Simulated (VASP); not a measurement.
# C16SO31 (a cell with a defect) in VASP: electric field gradients with PBE

Aim: the electric field gradients of C16SO31 (a cell with a defect) with PBE.

All numbers are computed with VASP 6.6.1; they aren't measurements. Logs are shortened: lines on timing, memory, paths and dates and some standing lists are left out, and cuts for length are marked.

## Step 1: The cell of the first run

The cell holds a defect, 48 atoms: a = 8.636 Å, b = 8.636 Å, c = 8.636 Å, α = 119.60°, β = 89.91°, γ = 120.50°.

## Step 2: Electric field gradients, PBE

INCAR reads:

```
SYSTEM = C16SO31
PREC     = Accurate       ! precision mode
ENCUT    = 520            ! plane-wave cutoff, eV
EDIFF    = 1E-8           ! SCF threshold, eV
ISMEAR   = -1             ! smearing method
SIGMA    = 0.01           ! smearing width, eV
LREAL    = Auto         
LASPH    = .True.         ! aspherical terms in the spheres
NELM     = 100            ! most SCF steps
ALGO     = Normal         ! electronic algorithm
ISIF     = 2              ! what is computed and relaxed
LWAVE    = .False.        ! write WAVECAR
LCHARG   = .False.        ! write CHGCAR
GGA      = PE             ! functional
LEFG     = .True.       
NBANDS   = 158            ! bands
LUSENCCL = .False.
```

KPOINTS reads:

```
Automatic mesh
0
Gamma
  3 3 3
  0 0 0
```

POSCAR reads:

```
C16SO31
1.0
   -4.3441000000      6.1110000000      4.2850000000
    4.3441000000     -6.1110000000      4.2850000000
    4.3441000000      6.1110000000     -4.2850000000
C S O
16 1 31
Direct
    0.2865000000      0.1250000000      0.1615000000
    0.7865000000      0.6250000000      0.1615000000
    0.7865000000      0.1250000000      0.6615000000
    0.2865000000      0.6250000000      0.6615000000
    0.4635000000      0.6250000000      0.3385000000
    0.9635000000      0.1250000000      0.3385000000
    0.9635000000      0.6250000000      0.8385000000
    0.4635000000      0.1250000000      0.8385000000
    0.7135000000      0.3750000000      0.3385000000
    0.2135000000      0.8750000000      0.3385000000
    0.2135000000      0.3750000000      0.8385000000
    0.7135000000      0.8750000000      0.8385000000
    0.5365000000      0.3750000000      0.6615000000
    0.0365000000      0.8750000000      0.6615000000
    0.0365000000      0.3750000000      0.1615000000
    0.5365000000      0.8750000000      0.1615000000
    0.4185000000      0.3695000000      0.3210000000
    0.9185000000      0.8695000000      0.3210000000
    0.9185000000      0.3695000000      0.8210000000
    0.4185000000      0.8695000000      0.8210000000
    0.5485000000      0.5975000000      0.1790000000
    0.0485000000      0.0975000000      0.1790000000
    0.0485000000      0.5975000000      0.6790000000
    0.5485000000      0.0975000000      0.6790000000
    0.3315000000      0.6525000000      0.4510000000
    0.8315000000      0.1525000000      0.4510000000
    0.8315000000      0.6525000000      0.9510000000
    0.3315000000      0.1525000000      0.9510000000
    0.2015000000      0.3805000000      0.5490000000
    0.7015000000      0.8805000000      0.5490000000
    0.7015000000      0.3805000000      0.0490000000
    0.2015000000      0.8805000000      0.0490000000
    0.5815000000      0.6305000000      0.6790000000
    0.0815000000      0.1305000000      0.6790000000
    0.0815000000      0.6305000000      0.1790000000
    0.5815000000      0.1305000000      0.1790000000
    0.4515000000      0.4025000000      0.8210000000
    0.9515000000      0.9025000000      0.8210000000
    0.9515000000      0.4025000000      0.3210000000
    0.4515000000      0.9025000000      0.3210000000
    0.6685000000      0.3475000000      0.5490000000
    0.1685000000      0.8475000000      0.5490000000
    0.1685000000      0.3475000000      0.0490000000
    0.6685000000      0.8475000000      0.0490000000
    0.7985000000      0.6195000000      0.4510000000
    0.2985000000      0.1195000000      0.4510000000
    0.2985000000      0.6195000000      0.9510000000
    0.7985000000      0.1195000000      0.9510000000
```

Potentials or basis: VASP PAW PBE potentials, release 64 (C, S, O).

On the command line:

```sh
> cat potpaw_PBE.64/C/POTCAR potpaw_PBE.64/S/POTCAR potpaw_PBE.64/O/POTCAR > POTCAR
> mpirun -np 1 vasp_std > vasp.out
```

OUTCAR:

```text
SYSTEM = C16SO31
   PREC = Accurate
   ENCUT = 520
   EDIFF = 1E-8
   ISMEAR = -1
   LREAL = Auto
   LASPH = .True.
   NELM = 100
   ISIF = 2
   GGA = PE

 ion  position               nearest neighbor table
   1  0.286  0.125  0.161-  17 1.53  32 1.53  28 1.96  22 1.96
   2  0.786  0.625  0.161-  18 1.53  31 1.53  27 1.96  21 1.96
   3  0.786  0.125  0.661-  19 1.53  30 1.53  26 1.96  24 1.96
   4  0.286  0.625  0.661-  20 1.53  29 1.53  25 1.96  23 1.96
   5  0.464  0.625  0.339-  21 1.53  25 1.53  17 1.96  30 1.96
   6  0.964  0.125  0.339-  22 1.53  26 1.53  18 1.96  29 1.96
[... 8 lines left out ...]
  15  0.036  0.375  0.161-  39 1.53  43 1.53  35 1.96  48 1.96
  16  0.536  0.875  0.161-  40 1.53  44 1.53  36 1.96  47 1.96
  17  0.419  0.370  0.321-   1 1.53   5 1.96
[... 29 lines left out ...]
  47  0.298  0.620  0.951-  11 1.53  16 1.96
  48  0.798  0.120  0.951-  12 1.53  15 1.96

  LATTYP: Found a body centered orthorhombic cell.
 ALAT       =     8.5700000000
 B/A-ratio  =     1.0137922987
 C/A-ratio  =     1.4261376896

  Lattice vectors:

 A1 = (   4.3441000000,  -6.1110000000,   4.2850000000)
 A2 = (  -4.3441000000,  -6.1110000000,  -4.2850000000)
 A3 = (   4.3441000000,   6.1110000000,  -4.2850000000)

Analysis of symmetry for initial positions (statically):
=====================================================================
 Subroutine PRICEL returns:
 Original cell was already a primitive cell.

 Routine SETGRP: Setting up the symmetry group for a
 body centered orthorhombic supercell.

 Subroutine GETGRP returns: Found  1 space group operations
 (whereof  1 operations were pure point group operations)
 out of a pool of  8 trial point group operations.

The static configuration has the point symmetry C_1 .

Analysis of symmetry for dynamics (positions and initial velocities):
=====================================================================
 Subroutine PRICEL returns:
 Original cell was already a primitive cell.

 Routine SETGRP: Setting up the symmetry group for a
 body centered orthorhombic supercell.

 Subroutine GETGRP returns: Found  1 space group operations
 (whereof  1 operations were pure point group operations)
 out of a pool of  8 trial point group operations.

The dynamic configuration has the point symmetry C_1 .

 Subroutine INISYM returns: Found  1 space group operations
 (whereof  1 operations are pure point group operations),
 and found     1 'primitive' translations

----------------------------------------------------------------------------------------

                                     Primitive cell

  volume of cell :     455.0121

  direct lattice vectors                    reciprocal lattice vectors
    -4.344100000  6.111000000  4.285000000     0.000000000  0.081819669  0.116686114
     4.344100000 -6.111000000  4.285000000     0.115098640  0.000000000  0.116686114
     4.344100000  6.111000000 -4.285000000     0.115098640  0.081819669  0.000000000

  length of vectors
     8.635783161  8.635783161  8.635783161     0.142513535  0.163900415  0.141216696

  position of ions in fractional coordinates (direct lattice)
     0.286500000  0.125000000  0.161500000
     0.786500000  0.625000000  0.161500000
     0.786500000  0.125000000  0.661500000
     0.286500000  0.625000000  0.661500000
     0.463500000  0.625000000  0.338500000
     0.963500000  0.125000000  0.338500000
[... 40 lines left out ...]
     0.298500000  0.619500000  0.951000000
     0.798500000  0.119500000  0.951000000

  ion indices of the primitive-cell ions
   primitive index   ion index
                 1           1
                 2           2
                 3           3
                 4           4
                 5           5
                 6           6
[... 40 lines left out ...]
                47          47
[... 70 lines left out ...]
   POTIM  = 0.5000    time-step for ionic-motion
   TEBEG  =    0.0;   TEEND  =   0.0 temperature during run
   PSTRESS=    0.0 pullay stress
   NELECT =     256.0000    total number of electrons
   NUPDOWN=      -1.0000    fix difference up-down
   EMIN   =  10.00;   EMAX   =-10.00  energy-range for DOS
   EFERMI =   0.00;   METHOD = LEGACY
   ISMEAR =    -1;   SIGMA  =   0.01  broadening in eV -4-tet -1-fermi 0-gaus
   EFERMI_NEDOS =   21; number of points for ismear=-14 and -15
   IALGO  =     38    algorithm
   IMIX   =      4    mixing-type and parameters
     AMIX     =   0.40;   BMIX     =  1.00
     AMIX_MAG =   1.60;   BMIX_MAG =  1.00
  volume/ion in A,a.u.               =       9.48        63.97
  Fermi-wavevector in a.u.,A,eV,Ry     =   1.351493  2.553952 24.851500  1.826534
  Thomas-Fermi vector in A             =   2.478910
   LORBIT       =      0    0 simple, 1 ext, 2 COOP (PROOUT), +10 PAW based schemes
   GGA     = PE    functional components
   LHFCALC =     F    Hartree Fock is set to
   AEXX    =    0.0000 exact exchange contribution
   IVDW    =     0    specifies the selected vdW correction
   LEPSILON=     F    determine dielectric tensor
   LRPA    =     F    only Hartree local field effects (RPA)
 non-spin polarized calculation
  energy-cutoff  :      520.00
  volume of cell :      455.01
 maximum number of plane-waves:     12290
   NGX = 33   NGY = 33   NGZ = 33

 number of electron     255.9999965 magnetization

 Free energy of the ion-electron system (eV)
  ---------------------------------------------------
  ext. energy  EPLUGINS =         0.00000000
  ---------------------------------------------------
  free energy    TOTEN  =      -263.79481167 eV

  energy without entropy =     -263.79481166  energy(sigma->0) =     -263.79481167

 E-fermi :   2.0714     XC(G=0): -10.7397

 val. band max:        1.8857565708   @ k =   0.3333  -0.3333   0.3333
 cond. band min:       2.2505752591   @ k =   0.0000   0.0000   0.0000
 fundamental gap:      0.3648186883
 Fermi energy:         2.0713821130

 k-point     1 :       0.0000    0.0000    0.0000
  band No.  band energies     occupation
      1     -18.6505      2.00000
      2     -17.6213      2.00000
      3     -17.5287      2.00000
      4     -17.5093      2.00000
      5     -17.4292      2.00000
      6     -17.4028      2.00000
[... 1991 lines left out ...]
    139       3.6726      0.00000
    140       3.7148      0.00000
 [bands above 140 left out]

------------------------ aborting loop because EDIFF is reached ----------------------------------------

  FORCE on cell =-STRESS in cart. coord.  units (eV):
  Direction    XX          YY          ZZ          XY          YZ          ZX
  --------------------------------------------------------------------------------------
  -------------------------------------------------------------------------------------
  Total     -220.0103920     31.3081446   -117.3923202      1.3445556      1.0619430      5.6992839
  in kB     -774.6951943    110.2414704   -413.3589576      4.7344162      3.7392875     20.0681787
  external PRESSURE =    -359.2708938 kB  Pullay stress =       0.0000000 kB

 VOLUME and BASIS-vectors are now :
 -----------------------------------------------------------------------------
  energy-cutoff  :      520.00
  volume of cell :      455.01
      direct lattice vectors                 reciprocal lattice vectors
    -4.344100000  6.111000000  4.285000000     0.000000000  0.081819669  0.116686114
     4.344100000 -6.111000000  4.285000000     0.115098640  0.000000000  0.116686114
     4.344100000  6.111000000 -4.285000000     0.115098640  0.081819669  0.000000000

 POSITION                                       TOTAL-FORCE (eV/Angst)
 -----------------------------------------------------------------------------------
     -0.00000      1.97385      1.07125        -7.686907     -0.440768     -5.716037
      0.00000      1.97385      5.35625        -0.072568      0.999876      0.137788
      0.00000      8.08485      1.07125         0.087405      0.921760      0.038840
      4.34410      1.97385      1.07125         0.334375      0.995437      0.075218
      2.17205      1.08165      3.21375        -0.021382     -1.254318     -0.041857
     -2.17205      7.19265      3.21375        -0.403499     -1.423239     -0.127413
[... 40 lines left out ...]
      5.52570      3.84993     -0.14141        -5.908227      0.671266     -4.401349
      1.18160      9.96093     -0.14141        -5.782502      0.666939     -4.289054
 -----------------------------------------------------------------------------------
    total drift:                                0.001232      0.000258      0.001566

  FREE ENERGIE OF THE ION-ELECTRON SYSTEM (eV)
  ---------------------------------------------------
  free  energy   TOTEN  =      -263.7948116655 eV

  energy  without entropy=     -263.7948116650  energy(sigma->0) =     -263.79481167

 Electric field gradients (V/A^2)
---------------------------------------------------------------------
 ion       V_xx      V_yy      V_zz      V_xy      V_xz      V_yz
---------------------------------------------------------------------
   1     -13.179    18.850    -5.671    -1.818   -25.731    -0.463
   2     -13.024    18.531    -5.507    -0.128   -22.909     0.374
   3     -13.013    18.525    -5.512     0.261   -22.775    -0.083
   4     -13.427    18.950    -5.522     0.637   -22.169    -0.537
   5      -9.799    14.387    -4.588     2.835    16.851     3.800
   6     -12.348    15.597    -3.249    -2.689    23.416    -0.771
[... 40 lines left out ...]
  47      66.702   -50.779   -15.923   -27.981   190.539    -4.353
  48      66.443   -50.465   -15.978   -27.691   189.485    -0.766
---------------------------------------------------------------------

 Electric field gradients after diagonalization (V/A^2)
 (convention: |V_zz| > |V_xx| > |V_yy|)
----------------------------------------------------------------------
 ion       V_xx      V_yy      V_zz     asymmetry (V_yy - V_xx)/ V_zz
----------------------------------------------------------------------
   1      19.173    16.307   -35.480       0.081
   2      18.560    13.921   -32.481       0.143
   3      18.537    13.808   -32.345       0.146
   4      19.062    12.932   -31.994       0.192
   5      17.368     6.879   -24.247       0.433
   6      18.166    13.539   -31.705       0.146
[... 40 lines left out ...]
  47    -171.266   -51.292   222.558       0.539
  48    -171.041   -49.900   220.941       0.548
----------------------------------------------------------------------

           NMR quadrupolar parameters

 Cq : quadrupolar parameter    Cq=e*Q*V_zz/h
 eta: asymmetry parameters     (V_yy - V_xx)/ V_zz
 Q  : nuclear electric quadrupole moment in mb (millibarn)
----------------------------------------------------------------------
 ion       Cq(MHz)       eta       Q (mb)
----------------------------------------------------------------------
   1      -0.086       0.081       1.000
   2      -0.079       0.143       1.000
   3      -0.078       0.146       1.000
   4      -0.077       0.192       1.000
   5      -0.059       0.433       1.000
   6      -0.077       0.146       1.000
[... 40 lines left out ...]
  47       0.538       0.539       1.000
  48       0.534       0.548       1.000
----------------------------------------------------------------------
```

It took 1.7 min on 1 × NVIDIA H100 80GB with 1 thread of AMD EPYC 7R13 (Zen 3), shared host; peak memory 1.9 GiB.

What came out:

- Free energy: -263.7948 eV
- Pressure: -35.9 GPa
- Largest force: 9.589 eV/Å
- Band gap on the k mesh: 0.36 eV
- Largest electric field gradient by atom: C -35.5, -32.5, -32.3, -32.0, -24.2, -31.7, -32.6, -31.9, -32.1, -32.7, -32.2, -32.4 (each value once); S -122.3; O +221.8, +222.4, +222.1, +214.7, +221.6, +221.4, +219.5, +213.2, +220.4, +222.2, +219.2, +222.6, +222.3, +215.6, +223.5, +223.3, +222.7, +221.5, +222.5, +221.9, +218.3, +220.9 (each value once) V/Å²

Forces in eV/Å, atoms in the order of the input:
```
C   -7.687 -0.441 -5.716
C   -0.073  1.000  0.138
C    0.087  0.922  0.039
C    0.334  0.995  0.075
C   -0.021 -1.254 -0.042
C   -0.403 -1.423 -0.127
C    0.207 -0.805  0.189
C    0.173 -1.365 -0.139
C   -0.409 -1.169 -0.229
C   -0.130 -1.075  0.006
C    0.030 -1.082  0.023
C    0.355 -0.927  0.237
C    0.156  1.306 -0.235
C   -0.095  1.017  0.058
C    0.097  0.916 -0.029
C    0.001  0.993  0.172
S    1.878  2.571  1.057
O   -5.819 -0.692 -4.344
O   -5.788 -0.639 -4.313
O   -5.880 -0.687 -4.346
O    5.303  0.147 -3.247
O    6.678  0.242 -5.305
O    5.686  0.639 -4.273
O    5.686  0.749 -4.206
O   -4.719  0.173  4.067
O   -5.723  0.755  4.253
O   -5.779  0.615  4.248
O   -6.812  0.365  4.952
O    5.822 -0.733  4.282
O    5.793 -0.600  4.373
O    5.854 -0.698  4.354
O    5.587 -0.761  4.133
O    5.659  0.691  4.135
O    5.861  0.687  4.348
O    5.746  0.687  4.266
O    5.348  1.157  4.218
O   -5.872 -0.735  4.408
O   -5.716 -0.686  4.233
O   -5.812 -0.655  4.333
O   -5.774 -0.643  4.264
O    5.766 -0.603 -4.297
O    5.821 -0.695 -4.361
O    5.803 -0.687 -4.357
O    5.626 -0.715 -4.273
O   -5.426  0.861 -3.823
O   -5.727  0.944 -4.509
O   -5.908  0.671 -4.401
O   -5.783  0.667 -4.289
```

Levels at points of the mesh, in eV from the valence-band top:
```
           k point  band 125  band 126  band 127  band 128  band 129  band 130  band 131  band 132
(0.00, 0.00, 0.00)     -0.52     -0.45     -0.39     -0.10      0.36      0.75      0.85      0.92
```

Electric field gradients, principal values (V/Å²):
```tsv
atom	least	middle	greatest (by size)
1 C	16.307	19.173	-35.480
2 C	13.921	18.560	-32.481
3 C	13.808	18.537	-32.345
4 C	12.932	19.062	-31.994
5 C	6.879	17.368	-24.247
6 C	13.539	18.166	-31.705
7 C	13.168	19.415	-32.582
8 C	15.271	16.747	-32.018
9 C	13.850	18.091	-31.941
10 C	13.246	18.898	-32.144
11 C	14.104	18.588	-32.692
12 C	13.450	18.728	-32.178
13 C	14.472	17.779	-32.251
14 C	13.944	18.422	-32.366
15 C	13.757	18.505	-32.262
16 C	13.399	18.962	-32.361
17 S	9.372	112.898	-122.270
18 O	-51.435	-170.385	221.820
19 O	-50.911	-171.473	222.384
20 O	-51.963	-170.125	222.088
21 O	-46.011	-168.734	214.745
22 O	-62.461	-159.147	221.608
23 O	-49.654	-171.763	221.418
24 O	-49.767	-169.715	219.481
25 O	-48.830	-164.324	213.153
26 O	-49.456	-170.919	220.375
27 O	-49.992	-172.188	222.180
28 O	-60.358	-161.813	222.171
29 O	-59.889	-159.296	219.186
30 O	-51.352	-171.250	222.602
31 O	-52.863	-169.475	222.338
32 O	-39.119	-176.521	215.640
33 O	-50.106	-171.978	222.083
34 O	-50.916	-171.467	222.383
35 O	-51.458	-172.033	223.491
36 O	-47.816	-175.474	223.290
37 O	-49.846	-172.883	222.730
38 O	-49.829	-171.645	221.474
39 O	-48.473	-174.038	222.510
40 O	-49.597	-172.291	221.888
41 O	-48.834	-173.101	221.935
42 O	-51.025	-171.041	222.066
43 O	-50.502	-171.881	222.383
44 O	-47.231	-174.560	221.791
45 O	-49.630	-168.645	218.276
46 O	-49.235	-172.145	221.380
47 O	-51.292	-171.266	222.558
48 O	-49.900	-171.041	220.941
```

Caveat: semilocal functionals underestimate gaps, and a narrow one can read as zero; without QUAD_EFG the Cq values of the log hold for a quadrupole moment of 1 mb, not for the nuclei.
